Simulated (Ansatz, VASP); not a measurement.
Two plane-wave programs on W

INCAR

```
  PREC = Accurate
  ENCUT = 520
  EDIFF = 1E-7
  ISMEAR = 0
  SIGMA = 0.1
  LREAL = False
  LASPH = True
  NELM = 100
  ALGO = Normal
  ISIF = 2
  LWAVE = False
  LCHARG = True
  GGA = PE
  LELF = True
  LVHAR = True
  NBANDS = 13
```

Contents of KPOINTS:

```
Automatic mesh
0
Gamma
  18 18 18
```

Contents of POSCAR:

```
W
1.0
   -1.5563771740      1.5563771740      1.5563771740
    1.5563771740     -1.5563771740      1.5563771740
    1.5563771740      1.5563771740     -1.5563771740
W
1
Direct
    0.0000000000      0.0000000000      0.0000000000
```

Input for Ansatz:

```yaml
crystal:
  lattice:
    - [-1.556377174, 1.556377174, 1.556377174]
    - [1.556377174, -1.556377174, 1.556377174]
    - [1.556377174, 1.556377174, -1.556377174]
  atoms:
    - { symbol: W, position: [0.0, 0.0, 0.0] }
basis:
  ecutwfc: 420
kpoints:
  mp_grid: { grid: [18, 18, 18] }
hamiltonian:
  xc: pbe
scf:
  occupations: { method: gaussian, width: 0.1 }
output:
  forces: true
  stress: true
  eigenvalues: true
```

Alike in both runs: task single point; functional PBE; k mesh 18 × 18 × 18; occupations gaussian, width 0.1 eV; no spin polarisation.

|  | VASP | Ansatz |
| --- | --- | --- |
| version | VASP 6.6.1 | Ansatz 0.2.0 |
| potentials or method | VASP PAW PBE potentials, release 64 (W_sv), cutoff 520 eV | scalar-relativistic, plane waves, PAW |
| valence electrons in the cell | 14 | 14 |

VASP gave:

| Quantity | Value |
| --- | --- |
| gap on the k mesh at the Fermi level (eV) | none |
| pressure (GPa) | 24.6 |

Question: What did Ansatz give for the same quantities?

Answer: gap on the k mesh at the Fermi level (eV): none; pressure (GPa): 23.8.

A gap of «none» marks a metal or a gap that the smearing closes. With one functional, cell and mesh, what is left measures potentials, basis and numerics.

Spin-orbit coupling is off throughout.
